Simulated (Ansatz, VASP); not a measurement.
# TiB2: VASP beside Ansatz

INCAR

```
PREC     = Accurate       # precision mode
ENCUT    = 520            # plane-wave cutoff, eV
EDIFF    = 1E-6           # SCF threshold, eV
ISMEAR   = -1             # smearing method
SIGMA    = 0.08           # smearing width, eV
LREAL    = F              # projectors in reciprocal space
LASPH    = T              # aspherical terms in the spheres
NELM     = 100            # most SCF steps
ALGO     = Normal         # electronic algorithm
ISIF     = 2              # what is computed and relaxed
LWAVE    = F              # write WAVECAR
LCHARG   = T              # write CHGCAR
GGA      = PE             # functional
LELF     = T              # ELF
LVHAR    = T            
NBANDS   = 16             # bands
```

The input KPOINTS:

```
Automatic mesh
0
Gamma
  11 11 9
```

Contents of POSCAR:

```
TiB2
1.0
    2.8389379844      0.0000000000      0.0000000000
   -1.4194689922      2.4585924143      0.0000000000
    0.0000000000      0.0000000000      2.9423706559
Ti B
1 2
Direct
    0.0000000000      0.0000000000      0.0000000000
    0.3333333333      0.6666666667      0.5000000000
    0.6666666667      0.3333333333      0.5000000000
```

Input for Ansatz:

```yaml
crystal:
  lattice:
    - [2.8389379844, 0.0, 0.0]
    - [-1.4194689922, 2.4585924143, 0.0]
    - [0.0, 0.0, 2.9423706559]
  atoms:
    - { symbol: Ti, position: [0.0, 0.0, 0.0] }
    - { symbol: B, position: [0.3333333333, 0.6666666667, 0.5] }
    - { symbol: B, position: [0.6666666667, 0.3333333333, 0.5] }
kpoints:
  mp_grid: { grid: [11, 11, 9] }
  band_path:
    path:
      - [0.0, 0.0, 0.0]
      - [0.5, 0.0, 0.0]
      - [0.3333333333, 0.3333333333, 0.0]
      - [0.0, 0.0, 0.0]
      - [0.0, 0.0, 0.5]
      - [0.5, 0.0, 0.5]
      - [0.3333333333, 0.3333333333, 0.5]
      - [0.0, 0.0, 0.5]
      - [0.5, 0.0, 0.5]
    npoints: 8
scf:
  occupations: { method: fermi_dirac, width: 0.08 }
hamiltonian:
  xc: pbe
  pseudopotentials: { kind: all_electron, lapw: { basis_error: 0.001 } }
output:
  forces: true
  stress: true
  eigenvalues: true
  populations: true
  dos: { projected: true, de: 0.2, e_range: [-14, 8] }
```

Change from the starting cell: volume scaled by 0.8, LAPW.

Alike in both runs: task single point; functional PBE; k mesh 11 × 11 × 9; occupations fermi-dirac, width 0.08 eV; no spin polarisation.

```csv
,VASP,Ansatz
version,VASP 6.6.1,Ansatz 0.2.0
potentials or method,"VASP PAW PBE potentials, release 64 (Ti_sv, B), cutoff 520 eV","all-electron LAPW, scalar-relativistic"
```

VASP gave:

| Quantity | Value |
| --- | --- |
| pressure (GPa) | 86.2 |
| traceless stress, the component that is largest in VASP (GPa) | -0.18 |

Problem. What did Ansatz give for the same quantities?

Solution. Pressure (GPa): 86.1; traceless stress, the component that is largest in VASP (GPa): 0.00.

Both programs put the cell under a high pressure, so it lies far from rest at this level. Ansatz ran all-electron here, and VASP with PAW potentials.

Noted on VASP's run: the cell as given lies far from equilibrium.
